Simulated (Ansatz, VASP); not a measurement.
This is a calculation of BAs for VASP 6.6.1.

INCAR

```
PREC = Accurate ; ENCUT = 520
EDIFF = 1E-7 ; ISMEAR = -1
SIGMA = 0.05 ; LREAL = False
LASPH = True ; NELM = 80
ALGO = Normal ; ISIF = 2
LWAVE = False ; LCHARG = False
GGA = RE ; IVDW = 12
NBANDS = 11
```

Contents of KPOINTS:

```
Automatic mesh
0
Gamma
  10 10 10
```

File POSCAR:

```
BAs
1.0
    0.0000000000      2.4043183418      2.4043183418
    2.4043183418      0.0000000000      2.4043183418
    2.4043183418      2.4043183418      0.0000000000
As B
1 1
Direct
    0.7500000000      0.7500000000      0.7500000000
    0.0000000000      0.0000000000      0.0000000000
```

Potentials or basis: VASP PAW PBE potentials, release 64 (As, B).

Launch:

```bash
$ cat potpaw_PBE.64/As/POTCAR potpaw_PBE.64/B/POTCAR > POTCAR
$ mpirun -np 1 vasp_std > vasp.out
```

Task: Translate it to Ansatz 0.2.0. Potentials there: Ansatz PAW.

Result: As run (the cutoff follows the program's own potentials):

File input.yaml:

```yaml
crystal:
  lattice:
    - [0.0, 2.4043183418, 2.4043183418]
    - [2.4043183418, 0.0, 2.4043183418]
    - [2.4043183418, 2.4043183418, 0.0]
  atoms:
    - { symbol: As, position: [0.75, 0.75, 0.75] }
    - { symbol: B, position: [0.0, 0.0, 0.0] }
hamiltonian:
  xc: revpbe
  pseudopotentials: { kind: paw }
  dispersion: d3bj
kpoints:
  mp_grid: { grid: [10, 10, 10] }
scf:
  occupations: { method: fermi_dirac, width: 0.05 }
output:
  forces: true
  stress: true
  eigenvalues: true
```

Potentials or basis: Ansatz PAW.

Launch:

```console
$ ansatz run input.yaml --threads 2 --pin off --max-ram 5120MiB --backend cpu --events-out ev --progress --plain --runs-dir out
```

Both were run:

|  | VASP | Ansatz | Ansatz less VASP |
| --- | --- | --- | --- |
| gap on the k mesh at the Fermi level (eV) | 1.22 | 1.23 | +0.009 |
| least direct gap on the mesh (eV) | 3.25 | 3.26 | +0.006 |
| pressure (GPa) | -4.9 | -5.4 | -0.54 |

VASP's potentials were made for PBE, not for revPBE. VASP's potentials hold 8 valence electrons a cell and Ansatz's 18, so a difference there can come from the potentials and not from the codes.
